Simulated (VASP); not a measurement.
# Na16H (a cell with a defect) in VASP: further runs, part 2 of 3

VASP 6.6.1. The steps go on from the part before.

## (3) Single point, PBE

The input, INCAR:

```
ALGO = Normal
EDIFF = 1E-6
ENCUT = 520
GGA = PE
ISIF = 2
ISMEAR = -1
LASPH = True
LCHARG = False
LREAL = Auto
LWAVE = False
NBANDS = 70
NELM = 80
PREC = Accurate
SIGMA = 0.05
```

The input, KPOINTS:

```
k-points
0
Gamma
  2 2 2
```

The input, POSCAR:

```
Na16H
1.0
    8.4600000000      0.0000000000      0.0000000000
    0.0000000000      8.4600000000      0.0000000000
    0.0000000000      0.0000000000      8.4600000000
Na H
16 1
Direct
   -0.0192907801     -0.0348936170     -0.0313829787
    0.5141489362     -0.0019858156     -0.0273877069
   -0.0516548463      0.5259692671      0.0237115839
   -0.0286406619      0.0169976359      0.5186170213
    0.3034988180      0.2625886525      0.2530023641
    0.5086288416      0.4893617021      0.0060047281
    0.4828368794     -0.0041962175      0.5264539007
    0.7874822695      0.2678368794      0.2104137116
    0.0607328605      0.4800000000      0.4519030733
    0.2339952719      0.7661583924      0.2103309693
    0.2086643026      0.2175531915      0.7566784870
    0.4914420804      0.5203073286      0.4794326241
    0.7686643026      0.6889834515      0.3111938534
    0.7688770686      0.3017257683      0.7920685579
    0.2445271868      0.7037825059      0.7826477541
    0.7255319149      0.7855082742      0.7391725768
    0.0090070922      0.2380851064      0.3435224586
```

Potentials or basis: VASP PAW PBE potentials, release 64 (Na_pv, H).

Launch:

```sh
$ cat potpaw_PBE.64/Na_pv/POTCAR potpaw_PBE.64/H/POTCAR > POTCAR
$ mpirun -np 1 vasp_std > vasp.out
```

OUTCAR:

```text
EDIFF = 1E-6
   ENCUT = 520
   GGA = PE
   ISIF = 2
   ISMEAR = -1
   LASPH = True
   LREAL = Auto
   NELM = 80
   PREC = Accurate

 ion  position               nearest neighbor table
   1  0.981  0.965  0.969-
   2  0.514  0.998  0.973-
   3  0.948  0.526  0.024-
   4  0.971  0.017  0.519-
   5  0.303  0.263  0.253-
   6  0.509  0.489  0.006-
[... 9 lines left out ...]
  16  0.726  0.786  0.739-
  17  0.009  0.238  0.344-

  LATTYP: Found a simple cubic cell.
 ALAT       =     8.4600000000

  Lattice vectors:

 A1 = (   8.4600000000,   0.0000000000,   0.0000000000)
 A2 = (   0.0000000000,   8.4600000000,   0.0000000000)
 A3 = (   0.0000000000,   0.0000000000,   8.4600000000)

Analysis of symmetry for initial positions (statically):
=====================================================================
 Subroutine PRICEL returns:
 Original cell was already a primitive cell.

 Routine SETGRP: Setting up the symmetry group for a
 simple cubic supercell.

 Subroutine GETGRP returns: Found  1 space group operations
 (whereof  1 operations were pure point group operations)
 out of a pool of 48 trial point group operations.

The static configuration has the point symmetry C_1 .

Analysis of symmetry for dynamics (positions and initial velocities):
=====================================================================
 Subroutine PRICEL returns:
 Original cell was already a primitive cell.

 Routine SETGRP: Setting up the symmetry group for a
 simple cubic supercell.

 Subroutine GETGRP returns: Found  1 space group operations
 (whereof  1 operations were pure point group operations)
 out of a pool of 48 trial point group operations.

The dynamic configuration has the point symmetry C_1 .

 Subroutine INISYM returns: Found  1 space group operations
 (whereof  1 operations are pure point group operations),
 and found     1 'primitive' translations

----------------------------------------------------------------------------------------

                                     Primitive cell

  volume of cell :     605.4957

  direct lattice vectors                    reciprocal lattice vectors
     8.460000000  0.000000000  0.000000000     0.118203310  0.000000000  0.000000000
     0.000000000  8.460000000  0.000000000     0.000000000  0.118203310  0.000000000
     0.000000000  0.000000000  8.460000000     0.000000000  0.000000000  0.118203310

  length of vectors
     8.460000000  8.460000000  8.460000000     0.118203310  0.118203310  0.118203310

  position of ions in fractional coordinates (direct lattice)
     0.980709220  0.965106383  0.968617021
     0.514148936  0.998014184  0.972612293
     0.948345154  0.525969267  0.023711584
     0.971359338  0.016997636  0.518617021
     0.303498818  0.262588652  0.253002364
     0.508628842  0.489361702  0.006004728
[... 9 lines left out ...]
     0.725531915  0.785508274  0.739172577
     0.009007092  0.238085106  0.343522459

  ion indices of the primitive-cell ions
   primitive index   ion index
                 1           1
[... 40 lines left out ...]

 Found      8 irreducible k-points:

 Following reciprocal coordinates:
            Coordinates               Weight
  0.000000  0.000000  0.000000      1.000000
  0.500000  0.000000  0.000000      1.000000
  0.000000  0.500000  0.000000      1.000000
  0.000000  0.000000  0.500000      1.000000
  0.500000  0.500000  0.000000      1.000000
  0.000000  0.500000  0.500000      1.000000
  0.500000  0.000000  0.500000      1.000000
  0.500000  0.500000  0.500000      1.000000
   k-points           NKPTS =      8   k-points in BZ     NKDIM =      8   number of bands    NBANDS=     70
   number of dos      NEDOS =    301   number of ions     NIONS =     17
   total plane-waves  NPLWV = 262144
   dimension x,y,z NGX =    64 NGY =   64 NGZ =   64
   dimension x,y,z NGXF=   128 NGYF=  128 NGZF=  128
   ions per type =              16   1
   NGX,Y,Z   is equivalent  to a cutoff of  12.58, 12.58, 12.58 a.u.
   NGXF,Y,Z  is equivalent  to a cutoff of  25.15, 25.15, 25.15 a.u.
 SYSTEM =  unknown system
   PREC   = accura    normal or accurate (medium, high low for compatibility)
   ISTART =      0    job   : 0-new  1-cont  2-samecut
   ICHARG =      2    charge: 1-file 2-atom 10-const
   ISPIN  =      1    spin polarized calculation?
   LNONCOLLINEAR =      F non collinear calculations
   LSORBIT =      F    spin-orbit coupling
   LASPH  =      T    aspherical Exc in radial PAW
   ENCUT  =  520.0 eV  38.22 Ry    6.18 a.u.  15.73 15.73 15.73*2*pi/ulx,y,z
   NELM   =     80;   NELMIN=  2; NELMDL= -5     # of ELM steps
   EDIFF  = 0.1E-05   stopping-criterion for ELM
   LREAL  =      T    real-space projection
   EDIFFG = 0.1E-04   stopping-criterion for IOM
   NSW    =      0    number of steps for IOM
   IBRION =     -1    ionic relax: 0-MD 1-quasi-New 2-CG
   NFREE  =      0    steps in history (QN), initial steepest desc. (CG)
   ISIF   =      2    stress and relaxation
   ISYM   =      2    0-nonsym 1-usesym 2-fastsym
   POTIM  = 0.5000    time-step for ionic-motion
   TEBEG  =    0.0;   TEEND  =   0.0 temperature during run
   PSTRESS=    0.0 pullay stress
   NELECT =     113.0000    total number of electrons
   NUPDOWN=      -1.0000    fix difference up-down
   EMIN   =  10.00;   EMAX   =-10.00  energy-range for DOS
   EFERMI =   0.00;   METHOD = LEGACY
   ISMEAR =    -1;   SIGMA  =   0.05  broadening in eV -4-tet -1-fermi 0-gaus
   EFERMI_NEDOS =   21; number of points for ismear=-14 and -15
   IALGO  =     38    algorithm
   IMIX   =      4    mixing-type and parameters
     AMIX     =   0.40;   BMIX     =  1.00
     AMIX_MAG =   1.60;   BMIX_MAG =  1.00
  volume/ion in A,a.u.               =      35.62       240.36
  Fermi-wavevector in a.u.,A,eV,Ry     =   0.935543  1.767921 11.908383  0.875241
  Thomas-Fermi vector in A             =   2.062462
   LORBIT       =      0    0 simple, 1 ext, 2 COOP (PROOUT), +10 PAW based schemes
   GGA     = PE    functional components
   LHFCALC =     F    Hartree Fock is set to
   AEXX    =    0.0000 exact exchange contribution
   IVDW    =     0    specifies the selected vdW correction
   LEPSILON=     F    determine dielectric tensor
   LRPA    =     F    only Hartree local field effects (RPA)
 non-spin polarized calculation
  energy-cutoff  :      520.00
  volume of cell :      605.50
 maximum number of plane-waves:     16384
 NGX is ok and might be reduce to    64
   NGX = 31   NGY = 31   NGZ = 31

 number of electron     113.0000010 magnetization

 Free energy of the ion-electron system (eV)
  ---------------------------------------------------
  ext. energy  EPLUGINS =         0.00000000
  ---------------------------------------------------
  free energy    TOTEN  =       -22.99313374 eV

  energy without entropy =      -22.86543114  energy(sigma->0) =      -22.92928244

 E-fermi :   0.1614     XC(G=0):  -6.4468

 val. band max:        0.1498338236   @ k =   0.0000   0.5000   0.5000
 cond. band min:       0.1653437703   @ k =   0.5000   0.5000   0.0000
 fundamental gap:      0.0155099467
 Fermi energy:         0.1614304155

 k-point     1 :       0.0000    0.0000    0.0000
  band No.  band energies     occupation
      1     -24.8123      2.00000
      2     -24.7980      2.00000
      3     -24.7956      2.00000
      4     -24.7926      2.00000
      5     -24.7829      2.00000
      6     -24.7728      2.00000
[... 557 lines left out ...]
     67       2.6007      0.00000
     68       2.6413      0.00000
 [bands above 68 left out]

------------------------ aborting loop because EDIFF is reached ----------------------------------------

  FORCE on cell =-STRESS in cart. coord.  units (eV):
  Direction    XX          YY          ZZ          XY          YZ          ZX
  --------------------------------------------------------------------------------------
  -------------------------------------------------------------------------------------
  Total        1.5199229      0.6100564      1.4950235      0.0561548      0.4323023     -0.1332781
  in kB        4.0218053      1.6142451      3.9559200      0.1485890      1.1438973     -0.3526617
  external PRESSURE =       3.1973235 kB  Pullay stress =       0.0000000 kB

 VOLUME and BASIS-vectors are now :
 -----------------------------------------------------------------------------
  energy-cutoff  :      520.00
  volume of cell :      605.50
      direct lattice vectors                 reciprocal lattice vectors
     8.460000000  0.000000000  0.000000000     0.118203310  0.000000000  0.000000000
     0.000000000  8.460000000  0.000000000     0.000000000  0.118203310  0.000000000
     0.000000000  0.000000000  8.460000000     0.000000000  0.000000000  0.118203310

 POSITION                                       TOTAL-FORCE (eV/Angst)
 -----------------------------------------------------------------------------------
      8.29680      8.16480      8.19450        -0.040654      0.104443      0.147388
      4.34970      8.44320      8.22830        -0.037993      0.015456      0.183356
      8.02300      4.44970      0.20060         0.385041      0.191878     -0.226936
      8.21770      0.14380      4.38750         0.077854      0.046466     -0.264584
      2.56760      2.22150      2.14040        -0.331730     -0.244202     -0.121186
      4.30300      4.14000      0.05080        -0.067664      0.192461     -0.017236
[... 9 lines left out ...]
      6.13800      6.64540      6.25340         0.102862     -0.394941      0.017096
      0.07620      2.01420      2.90620         0.146824     -0.034224      0.044460
 -----------------------------------------------------------------------------------
    total drift:                                0.001570      0.000769     -0.000710

  FREE ENERGIE OF THE ION-ELECTRON SYSTEM (eV)
  ---------------------------------------------------
  free  energy   TOTEN  =       -22.9931337435 eV

  energy  without entropy=      -22.8654311356  energy(sigma->0) =      -22.92928244
```

Wall time 8.5 min (1 thread of Intel Xeon 8259CL, shared host); peak memory 0.64 GiB.

Results:

* Free energy: -22.9931 eV
* Pressure: 0.3 GPa
* Largest force: 0.490 eV/Å
* Band gap on the k mesh: zero (an odd number of electrons rules out a gap without spin polarisation)

Forces in eV/Å, atoms in the order of the input:
```
Na  -0.041  0.104  0.147
Na  -0.038  0.015  0.183
Na   0.385  0.192 -0.227
Na   0.078  0.046 -0.265
Na  -0.332 -0.244 -0.121
Na  -0.068  0.192 -0.017
Na  -0.008  0.057 -0.125
Na  -0.169 -0.336  0.314
Na  -0.141 -0.037  0.212
Na   0.120  0.006  0.147
Na   0.170  0.222  0.160
Na  -0.050 -0.122  0.252
Na  -0.059  0.433 -0.149
Na  -0.076 -0.176 -0.405
Na  -0.023  0.076 -0.169
Na   0.103 -0.395  0.017
H    0.147 -0.034  0.044
```

Levels at points of the mesh, in eV from the Fermi level:
| k point | band 53 | band 54 | band 55 | band 56 | band 57 | band 58 | band 59 | band 60 |
| --- | --- | --- | --- | --- | --- | --- | --- | --- |
| (0.00, 0.00, 0.00) | -0.98 | -0.95 | -0.79 | -0.17 | 0.79 | 0.86 | 0.88 | 0.89 |
| (0.50, 0.00, 0.00) | -0.65 | -0.59 | -0.42 | -0.36 | -0.30 | -0.18 | 0.55 | 1.29 |
| (0.00, 0.50, 0.00) | -0.60 | -0.55 | -0.48 | -0.45 | -0.30 | -0.23 | 0.57 | 1.25 |
| (0.00, 0.00, 0.50) | -0.59 | -0.52 | -0.49 | -0.42 | -0.37 | -0.25 | 0.57 | 1.30 |
| (0.50, 0.50, 0.00) | -1.25 | -0.04 | 0.00 | 0.02 | 0.06 | 0.10 | 0.12 | 0.15 |
| (0.00, 0.50, 0.50) | -1.14 | -0.13 | -0.03 | -0.01 | 0.02 | 0.09 | 0.13 | 0.24 |
| (0.50, 0.00, 0.50) | -1.20 | -0.06 | -0.02 | 0.05 | 0.06 | 0.08 | 0.10 | 0.13 |
| (0.50, 0.50, 0.50) | -1.53 | -1.44 | -1.39 | -1.29 | 0.23 | 1.99 | 2.04 | 2.15 |

Caveat: the k points lie up to 0.37 Å⁻¹ apart, too coarse for converged energies and pressures of a metal.

(Part 2 of 3 ends here.)
